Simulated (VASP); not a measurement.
# HgTe (P6_3/mmc) in VASP: further runs

The runs below take HgTe through single point, relaxation of cell and atoms, with LDA, PBE, r2SCAN, PBEsol.

Everything below comes from runs of VASP 6.6.1. Logs are shortened: lines on timing, memory, paths and dates and some standing lists are left out, and cuts for length are marked.

**1. The cell of the first run**

Symmetry: P6_3/mmc, No. 194, hexagonal system. Conventional cell: a = 4.820 Å, b = 4.820 Å, c = 7.196 Å, α = 90.00°, β = 90.00°, γ = 120.00°. Within 3.7 Å of Hg (site symmetry -6m2) lie 5 Te at 2.78 to 3.60 Å. Within 3.7 Å of Te (site symmetry -6m2) lie 5 Hg at 2.78 to 3.60 Å.

**2. Single point, LDA**

Input file INCAR:

```
  PREC = Accurate
  ENCUT = 520
  EDIFF = 1E-6
  ISMEAR = -1
  SIGMA = 0.02
  LREAL = F
  LASPH = T
  NELM = 80
  ALGO = Normal
  ISIF = 2
  LWAVE = F
  LCHARG = T
  GGA = CA
  LELF = T
  LVHAR = T
  NBANDS = 26
```

Input file KPOINTS:

```
Automatic mesh
0
Gamma
  6 6 4
```

Input file POSCAR:

```
HgTe
1.0
    4.8195130806      0.0000000000      0.0000000000
   -2.4097565403      4.1738207616      0.0000000000
    0.0000000000      0.0000000000      7.1962066037
Hg Te
2 2
Direct
    0.3333333333      0.6666666667      0.2500000000
    0.6666666667      0.3333333333      0.7500000000
    0.6666666667      0.3333333333      0.2500000000
    0.3333333333      0.6666666667      0.7500000000
```

Potentials or basis: VASP PAW LDA potentials, release 64 (Hg, Te).

The run is started by

```sh
$ cat potpaw_LDA.64/Hg/POTCAR potpaw_LDA.64/Te/POTCAR > POTCAR
$ mpirun -np 1 vasp_std > vasp.out
```

OUTCAR:

```text
PREC = Accurate
   ENCUT = 520
   EDIFF = 1E-6
   ISMEAR = -1
   LREAL = F
   LASPH = T
   NELM = 80
   ISIF = 2
   GGA = CA

 ion  position               nearest neighbor table
   1  0.333  0.667  0.250-   3 2.78   3 2.78   3 2.78   4 3.60   4 3.60
   2  0.667  0.333  0.750-   4 2.78   4 2.78   4 2.78   3 3.60   3 3.60
   3  0.667  0.333  0.250-   1 2.78   1 2.78   1 2.78   2 3.60   2 3.60
   4  0.333  0.667  0.750-   2 2.78   2 2.78   2 2.78   1 3.60   1 3.60

  LATTYP: Found a hexagonal cell.
 ALAT       =     4.8195130806
 C/A-ratio  =     1.4931397598

  Lattice vectors:

 A1 = (   4.8195130806,   0.0000000000,   0.0000000000)
 A2 = (  -2.4097565403,   4.1738207616,   0.0000000000)
 A3 = (   0.0000000000,   0.0000000000,   7.1962066037)

Analysis of symmetry for initial positions (statically):
=====================================================================
 Subroutine PRICEL returns:
 Original cell was already a primitive cell.

 Routine SETGRP: Setting up the symmetry group for a
 hexagonal supercell.

 Subroutine GETGRP returns: Found 24 space group operations
 (whereof 12 operations were pure point group operations)
 out of a pool of 24 trial point group operations.

The static configuration has the point symmetry D_3d.
 The point group associated with its full space group is D_6h.

Analysis of symmetry for dynamics (positions and initial velocities):
=====================================================================
 Subroutine PRICEL returns:
 Original cell was already a primitive cell.

 Routine SETGRP: Setting up the symmetry group for a
 hexagonal supercell.

 Subroutine GETGRP returns: Found 24 space group operations
 (whereof 12 operations were pure point group operations)
 out of a pool of 24 trial point group operations.

The dynamic configuration has the point symmetry D_3d.
 The point group associated with its full space group is D_6h.

 Subroutine INISYM returns: Found 24 space group operations
 (whereof 12 operations are pure point group operations),
 and found     1 'primitive' translations

----------------------------------------------------------------------------------------

                                     Primitive cell

  volume of cell :     144.7573

  direct lattice vectors                    reciprocal lattice vectors
     4.819513081  0.000000000  0.000000000     0.207489840  0.119794315  0.000000000
    -2.409756540  4.173820762  0.000000000     0.000000000  0.239588630  0.000000000
     0.000000000  0.000000000  7.196206604     0.000000000  0.000000000  0.138962103

  length of vectors
     4.819513081  4.819513081  7.196206604     0.239588630  0.239588630  0.138962103

  position of ions in fractional coordinates (direct lattice)
     0.333333333  0.666666667  0.250000000
     0.666666667  0.333333333  0.750000000
     0.666666667  0.333333333  0.250000000
     0.333333333  0.666666667  0.750000000

  ion indices of the primitive-cell ions
   primitive index   ion index
                 1           1
                 2           2
                 3           3
                 4           4

----------------------------------------------------------------------------------------

 KPOINTS: Automatic mesh

Automatic generation of k-mesh.
 Grid dimensions read from file:
 generate k-points for:    6    6    4

 Generating k-lattice:

  Cartesian coordinates                     Fractional coordinates (reciprocal lattice)
     0.034581640  0.019965719  0.000000000     0.166666667  0.000000000  0.000000000
     0.000000000  0.039931438  0.000000000     0.000000000  0.166666667  0.000000000
     0.000000000  0.000000000  0.034740526     0.000000000  0.000000000  0.250000000

  Length of vectors
     0.039931438  0.039931438  0.034740526

  Shift w.r.t. Gamma in fractional coordinates (k-lattice)
     0.000000000  0.000000000  0.000000000

 Subroutine IBZKPT returns following result:
 ===========================================

 Found     21 irreducible k-points:

 Following reciprocal coordinates:
            Coordinates               Weight
  0.000000  0.000000  0.000000      1.000000
  0.166667 -0.000000  0.000000      6.000000
  0.333333 -0.000000  0.000000      6.000000
  0.500000  0.000000  0.000000      3.000000
  0.166667  0.166667  0.000000      6.000000
  0.333333  0.166667  0.000000     12.000000
[... 13 lines left out ...]
  0.333333  0.166667  0.500000     12.000000
  0.333333  0.333333  0.500000      2.000000
   k-points           NKPTS =     21   k-points in BZ     NKDIM =     21   number of bands    NBANDS=     26
   number of dos      NEDOS =    301   number of ions     NIONS =      4
   total plane-waves  NPLWV =  69984
   dimension x,y,z NGX =    36 NGY =   36 NGZ =   54
   dimension x,y,z NGXF=    72 NGYF=   72 NGZF=  108
   ions per type =               2   2
   NGX,Y,Z   is equivalent  to a cutoff of  12.42, 12.42, 12.48 a.u.
   NGXF,Y,Z  is equivalent  to a cutoff of  24.84, 24.84, 24.95 a.u.
 SYSTEM =  unknown system
   PREC   = accura    normal or accurate (medium, high low for compatibility)
   ISTART =      0    job   : 0-new  1-cont  2-samecut
   ICHARG =      2    charge: 1-file 2-atom 10-const
   ISPIN  =      1    spin polarized calculation?
   LNONCOLLINEAR =      F non collinear calculations
   LSORBIT =      F    spin-orbit coupling
   LASPH  =      T    aspherical Exc in radial PAW
   ENCUT  =  520.0 eV  38.22 Ry    6.18 a.u.   8.96  8.96 13.38*2*pi/ulx,y,z
   NELM   =     80;   NELMIN=  2; NELMDL= -5     # of ELM steps
   EDIFF  = 0.1E-05   stopping-criterion for ELM
   LREAL  =      F    real-space projection
   EDIFFG = 0.1E-04   stopping-criterion for IOM
   NSW    =      0    number of steps for IOM
   IBRION =     -1    ionic relax: 0-MD 1-quasi-New 2-CG
   NFREE  =      0    steps in history (QN), initial steepest desc. (CG)
   ISIF   =      2    stress and relaxation
   ISYM   =      2    0-nonsym 1-usesym 2-fastsym
   POTIM  = 0.5000    time-step for ionic-motion
   TEBEG  =    0.0;   TEEND  =   0.0 temperature during run
   PSTRESS=    0.0 pullay stress
   NELECT =      36.0000    total number of electrons
   NUPDOWN=      -1.0000    fix difference up-down
   EMIN   =  10.00;   EMAX   =-10.00  energy-range for DOS
   EFERMI =   0.00;   METHOD = LEGACY
   ISMEAR =    -1;   SIGMA  =   0.02  broadening in eV -4-tet -1-fermi 0-gaus
   EFERMI_NEDOS =   21; number of points for ismear=-14 and -15
   IALGO  =     38    algorithm
   IMIX   =      4    mixing-type and parameters
     AMIX     =   0.40;   BMIX     =  1.00
     AMIX_MAG =   1.60;   BMIX_MAG =  1.00
  volume/ion in A,a.u.               =      36.19       244.22
  Fermi-wavevector in a.u.,A,eV,Ry     =   1.029506  1.945484 14.420573  1.059882
  Thomas-Fermi vector in A             =   2.163557
   LORBIT       =      0    0 simple, 1 ext, 2 COOP (PROOUT), +10 PAW based schemes
   GGA     = CA    functional components
   LHFCALC =     F    Hartree Fock is set to
   AEXX    =    0.0000 exact exchange contribution
   IVDW    =     0    specifies the selected vdW correction
   LEPSILON=     F    determine dielectric tensor
   LRPA    =     F    only Hartree local field effects (RPA)
 non-spin polarized calculation
  energy-cutoff  :      520.00
  volume of cell :      144.76
 maximum number of plane-waves:      3921
 NGX is ok and might be reduce to    36
   NGX = 17   NGY = 17   NGZ = 27

 number of electron      36.0000002 magnetization

 Free energy of the ion-electron system (eV)
  ---------------------------------------------------
  ext. energy  EPLUGINS =         0.00000000
  ---------------------------------------------------
  free energy    TOTEN  =        -9.33771446 eV

  energy without entropy =       -9.33550693  energy(sigma->0) =       -9.33661070

 E-fermi :   1.9690     XC(G=0):  -8.8030

 val. band max:        1.9156262651   @ k =   0.0000   0.0000   0.0000
 cond. band min:       1.9839806066   @ k =   0.1667  -0.0000   0.0000
 fundamental gap:      0.0683543414
 Fermi energy:         1.9689879803

 k-point     1 :       0.0000    0.0000    0.0000
  band No.  band energies     occupation
      1      -9.4144      2.00000
      2      -8.9631      2.00000
      3      -5.1112      2.00000
      4      -5.1112      2.00000
      5      -5.1014      2.00000
      6      -5.1014      2.00000
[... 18 lines left out ...]
     25       7.9183      0.00000
     26       8.2667      0.00000

 k-point     2 :       0.1667   -0.0000    0.0000
  band No.  band energies     occupation
      1      -9.2989      2.00000
      2      -8.8868      2.00000
      3      -5.0707      2.00000
      4      -5.0681      2.00000
      5      -5.0496      2.00000
      6      -5.0369      2.00000
[... 18 lines left out ...]
     25       8.0118      0.00000
     26       8.5613      0.00000

 k-point     3 :       0.3333   -0.0000    0.0000
  band No.  band energies     occupation
      1      -9.0329      2.00000
      2      -8.7429      2.00000
      3      -4.9169      2.00000
      4      -4.9078      2.00000
      5      -4.9015      2.00000
      6      -4.8963      2.00000
[... 18 lines left out ...]
     25       8.7031      0.00000
     26       9.0315      0.00000

 k-point     4 :       0.5000    0.0000    0.0000
  band No.  band energies     occupation
      1      -8.8642      2.00000
      2      -8.6920      2.00000
      3      -4.8454      2.00000
      4      -4.8187      2.00000
      5      -4.6994      2.00000
      6      -4.6846      2.00000
[... 18 lines left out ...]
     25       8.9999      0.00000
     26       9.0721      0.00000
[... 409 lines left out ...]
      1      -8.9308      2.00000
      2      -8.9308      2.00000
      3      -5.0030      2.00000
      4      -5.0030      2.00000
      5      -4.9169      2.00000
      6      -4.9169      2.00000
[... 18 lines left out ...]
     25       8.6109      0.00000
     26       8.6109      0.00000

 k-point    20 :       0.3333    0.1667    0.5000
  band No.  band energies     occupation
      1      -8.7614      2.00000
      2      -8.7614      2.00000
      3      -4.8645      2.00000
      4      -4.8645      2.00000
      5      -4.7395      2.00000
      6      -4.7395      2.00000
[... 18 lines left out ...]
     25       8.9075      0.00000
     26       8.9075      0.00000

 k-point    21 :       0.3333    0.3333    0.5000
  band No.  band energies     occupation
      1      -8.7023      2.00000
      2      -8.7023      2.00000
      3      -4.7775      2.00000
      4      -4.7775      2.00000
      5      -4.7471      2.00000
      6      -4.7471      2.00000
[... 18 lines left out ...]
     25       8.0737      0.00000
     26       8.0737      0.00000

------------------------ aborting loop because EDIFF is reached ----------------------------------------

  FORCE on cell =-STRESS in cart. coord.  units (eV):
  Direction    XX          YY          ZZ          XY          YZ          ZX
  --------------------------------------------------------------------------------------
  -------------------------------------------------------------------------------------
  Total       -2.1322905     -2.1322904     -1.9266431      0.0000000     -0.0000000      0.0000000
  in kB      -23.6002369    -23.6002369    -21.3241275      0.0000000     -0.0000000      0.0000000
  external PRESSURE =     -22.8415338 kB  Pullay stress =       0.0000000 kB

 VOLUME and BASIS-vectors are now :
 -----------------------------------------------------------------------------
  energy-cutoff  :      520.00
  volume of cell :      144.76
      direct lattice vectors                 reciprocal lattice vectors
     4.819513081  0.000000000  0.000000000     0.207489840  0.119794315  0.000000000
    -2.409756540  4.173820762  0.000000000     0.000000000  0.239588630  0.000000000
     0.000000000  0.000000000  7.196206604     0.000000000  0.000000000  0.138962103

 POSITION                                       TOTAL-FORCE (eV/Angst)
 -----------------------------------------------------------------------------------
     -0.00000      2.78255      1.79905        -0.000000      0.000000      0.000000
      2.40976      1.39127      5.39715         0.000000     -0.000000      0.000000
      2.40976      1.39127      1.79905        -0.000000      0.000000      0.000000
     -0.00000      2.78255      5.39715        -0.000000      0.000000      0.000000
 -----------------------------------------------------------------------------------
    total drift:                                0.000000     -0.000000      0.000000

  FREE ENERGIE OF THE ION-ELECTRON SYSTEM (eV)
  ---------------------------------------------------
  free  energy   TOTEN  =        -9.3377144620 eV

  energy  without entropy=       -9.3355069348  energy(sigma->0) =       -9.33661070
```

It took 77 s on 1 thread of Intel Xeon Platinum 8559C (Emerald Rapids), shared host; peak memory 0.24 GiB.

Results:

```yaml
Free_energy: -9.3377 eV
Pressure: -2.3 GPa
Band_gap_on_the_k_mesh: zero (bands 18 and 19 overlap by 0.16 eV)
```

Stress tensor (GPa, compression positive):
```
-2.36  0.00  0.00
 0.00 -2.36  0.00
 0.00  0.00 -2.13
```

Caveat: semilocal functionals underestimate gaps, so a narrow gap can read as zero; spin-orbit coupling is left out, which moves the levels of the heavy elements.

**3. Single point, PBE**

This run uses another cell than the first one, of 37.58 Å³/atom.

Input file INCAR:

```
SYSTEM = HgTe
  PREC = Accurate
  ENCUT = 520
  EDIFF = 1E-7
  ISMEAR = -1
  SIGMA = 0.02
  LREAL = .False.
  LASPH = .True.
  NELM = 100
  ALGO = Normal
  ISIF = 2
  LWAVE = .False.
  LCHARG = .True.
  GGA = PE
  LELF = .True.
  LVHAR = .True.
  NBANDS = 26
```

Input file KPOINTS:

```
regular mesh
0
Gamma
  6 6 4
  0 0 0
```

Input file POSCAR:

```
HgTe
1.0
    4.8768327529      0.0000000000      0.0000000000
   -2.4384163765      4.2234610540      0.0000000000
    0.0000000000      0.0000000000      7.2980013073
Hg Te
2 2
Direct
    0.3333333333      0.6666666667      0.2500000000
    0.6666666667      0.3333333333      0.7500000000
    0.6666666667      0.3333333333      0.2500000000
    0.3333333333      0.6666666667      0.7500000000
```

Potentials or basis: VASP PAW PBE potentials, release 64 (Hg, Te).

The run is started by

```sh
$ cat potpaw_PBE.64/Hg/POTCAR potpaw_PBE.64/Te/POTCAR > POTCAR
$ mpirun -np 1 vasp_std > vasp.out
```

It took 88 s on 1 thread of Intel Xeon Platinum 8559C (Emerald Rapids), shared host; peak memory 0.28 GiB.

The run converged. Its results:

```
Free energy            : -6.7282 eV
Pressure               : 0.1 GPa
Band gap on the k mesh : zero (bands 18 and 19 overlap by 0.18 eV)
```

Levels at points of the mesh, in eV from the Fermi level:
| k point | band 15 | band 16 | band 17 | band 18 | band 19 | band 20 | band 21 | band 22 |
| --- | --- | --- | --- | --- | --- | --- | --- | --- |
| (0.00, 0.00, 0.00) | -0.84 | -0.66 | -0.66 | -0.08 | -0.08 | 0.07 | 4.41 | 4.41 |
| (0.50, 0.00, 0.00) | -1.97 | -1.61 | -1.25 | -0.58 | 1.11 | 2.07 | 4.40 | 5.90 |
| (0.00, 0.00, 0.50) | -0.37 | -0.37 | -0.37 | -0.37 | -0.12 | -0.12 | 4.70 | 4.70 |
| (0.50, 0.00, 0.50) | -1.62 | -1.62 | -0.33 | -0.33 | 1.74 | 1.74 | 3.38 | 3.38 |

Caveat: semilocal functionals underestimate gaps, so a narrow gap can read as zero; spin-orbit coupling is left out, which moves the levels of the heavy elements.

**4. Single point, r2SCAN**

Input file POSCAR:

```
HgTe
1.0
    4.8195130806      0.0000000000      0.0000000000
   -2.4097565403      4.1738207616      0.0000000000
    0.0000000000      0.0000000000      7.1962066037
Hg Te
2 2
Direct
    0.3333333333      0.6666666667      0.2500000000
    0.6666666667      0.3333333333      0.7500000000
    0.6666666667      0.3333333333      0.2500000000
    0.3333333333      0.6666666667      0.7500000000
```

Input file INCAR.step1:

```
SYSTEM = HgTe
ALGO     = Normal         ! electronic algorithm
EDIFF    = 1E-4           ! SCF threshold, eV
ENCUT    = 520            ! plane-wave cutoff, eV
GGA      = PE             ! functional
ISMEAR   = -1             ! smearing method
LASPH    = .TRUE.         ! aspherical terms in the spheres
LCHARG   = .FALSE.        ! write CHGCAR
LREAL    = .FALSE.        ! projectors in reciprocal space
LWAVE    = .TRUE.         ! write WAVECAR
NBANDS   = 26             ! bands
NELM     = 60             ! most SCF steps
PREC     = Accurate       ! precision mode
SIGMA    = 0.02           ! smearing width, eV
```

Input file INCAR.step2:

```
SYSTEM = HgTe
ALGO     = Normal         ! electronic algorithm
EDIFF    = 1E-7           ! SCF threshold, eV
ENCUT    = 520            ! plane-wave cutoff, eV
ISIF     = 2              ! what is computed and relaxed
ISMEAR   = -1             ! smearing method
ISTART   = 1            
LASPH    = .TRUE.         ! aspherical terms in the spheres
LCHARG   = .FALSE.        ! write CHGCAR
LMIXTAU  = .TRUE.       
LREAL    = .FALSE.        ! projectors in reciprocal space
LWAVE    = .FALSE.        ! write WAVECAR
METAGGA  = R2SCAN         ! meta-GGA
NBANDS   = 26             ! bands
NELM     = 60             ! most SCF steps
PREC     = Accurate       ! precision mode
SIGMA    = 0.02           ! smearing width, eV
```

Input file KPOINTS:

```
k-points
0
G
  6 6 4
  0 0 0
```

The run is started by

```sh
$ cat potpaw_PBE.64/Hg/POTCAR potpaw_PBE.64/Te/POTCAR > POTCAR
$ cp INCAR.step1 INCAR
$ mpirun -np 1 vasp_std > vasp.out
$ cp INCAR.step2 INCAR
$ mpirun -np 1 vasp_std > vasp.out
```

Run time: 4.3 min. Hardware: 1 thread of Intel Xeon Platinum 8559C (Emerald Rapids), shared host; peak memory 0.31 GiB.

The run converged. Its results:

```yaml
Free_energy: -149.7459 eV
Pressure: 0.1 GPa
Band_gap_on_the_k_mesh: zero (bands 18 and 19 overlap by 0.10 eV)
```

Stress tensor (GPa, compression positive):
```
0.13 0.00 0.00
0.00 0.13 0.00
0.00 0.00 0.02
```

Levels at points of the mesh, in eV from the Fermi level:
```csv
k point,band 15,band 16,band 17,band 18,band 19,band 20,band 21,band 22
"(0.00, 0.00, 0.00)",-0.66,-0.66,-0.38,-0.02,-0.02,0.04,4.71,4.71
"(0.50, 0.00, 0.00)",-2.12,-1.75,-1.33,-0.65,1.30,2.45,4.70,6.50
"(0.00, 0.00, 0.50)",-0.34,-0.34,-0.34,-0.34,0.08,0.08,5.04,5.04
"(0.50, 0.00, 0.50)",-1.74,-1.74,-0.35,-0.35,2.00,2.00,3.73,3.73
```

Caveat: semilocal functionals underestimate gaps, so a narrow gap can read as zero; the PAW data sets were made with another functional, which shifts forces and pressure a little; spin-orbit coupling is left out, which moves the levels of the heavy elements.

**5. Single point, r2SCAN**

POSCAR is that of step 4.

Input file INCAR.step1:

```
  PREC = Accurate
  ENCUT = 520
  ISMEAR = -1
  SIGMA = 0.02
  LREAL = False
  LASPH = True
  NELM = 80
  NBANDS = 26
  GGA = PE
  ALGO = Normal
  EDIFF = 1E-4
  LWAVE = True
  LCHARG = False
```

Input file INCAR.step2:

```
  PREC = Accurate
  ENCUT = 520
  EDIFF = 1E-7
  ISMEAR = -1
  SIGMA = 0.02
  LREAL = False
  LASPH = True
  NELM = 80
  ALGO = Normal
  ISIF = 2
  LWAVE = False
  LCHARG = False
  METAGGA = R2SCAN
  LMIXTAU = True
  NBANDS = 26
  ISTART = 1
```

Input file KPOINTS:

```
regular mesh
0
Gamma
  6 6 4
```

The run is started by

```sh
$ cat potpaw_PBE.64/Hg/POTCAR potpaw_PBE.64/Te/POTCAR > POTCAR
$ cp INCAR.step1 INCAR
$ mpirun -np 1 vasp_std > vasp.out
$ cp INCAR.step2 INCAR
$ mpirun -np 1 vasp_std > vasp.out
```

It took 3 min on 1 thread of Intel Xeon Platinum 8559C (Emerald Rapids), shared host; peak memory 0.31 GiB.

It converged, with:

```
Free energy            : -149.7459 eV
Pressure               : 0.1 GPa
Band gap on the k mesh : zero (bands 18 and 19 overlap by 0.10 eV)
```

Stress tensor (GPa, compression positive):
```
0.13 0.00 0.00
0.00 0.13 0.00
0.00 0.00 0.02
```

Levels at points of the mesh, in eV from the Fermi level:
| k point | band 15 | band 16 | band 17 | band 18 | band 19 | band 20 | band 21 | band 22 |
| --- | --- | --- | --- | --- | --- | --- | --- | --- |
| (0.00, 0.00, 0.00) | -0.66 | -0.66 | -0.38 | -0.02 | -0.02 | 0.04 | 4.71 | 4.71 |
| (0.50, 0.00, 0.00) | -2.12 | -1.75 | -1.33 | -0.65 | 1.30 | 2.45 | 4.70 | 6.50 |
| (0.00, 0.00, 0.50) | -0.34 | -0.34 | -0.34 | -0.34 | 0.08 | 0.08 | 5.04 | 5.04 |
| (0.50, 0.00, 0.50) | -1.74 | -1.74 | -0.35 | -0.35 | 2.00 | 2.00 | 3.73 | 3.73 |

Caveat: semilocal functionals underestimate gaps, so a narrow gap can read as zero; the PAW data sets were made with another functional, which shifts forces and pressure a little; spin-orbit coupling is left out, which moves the levels of the heavy elements.

(Continued in part 2 of 2.)
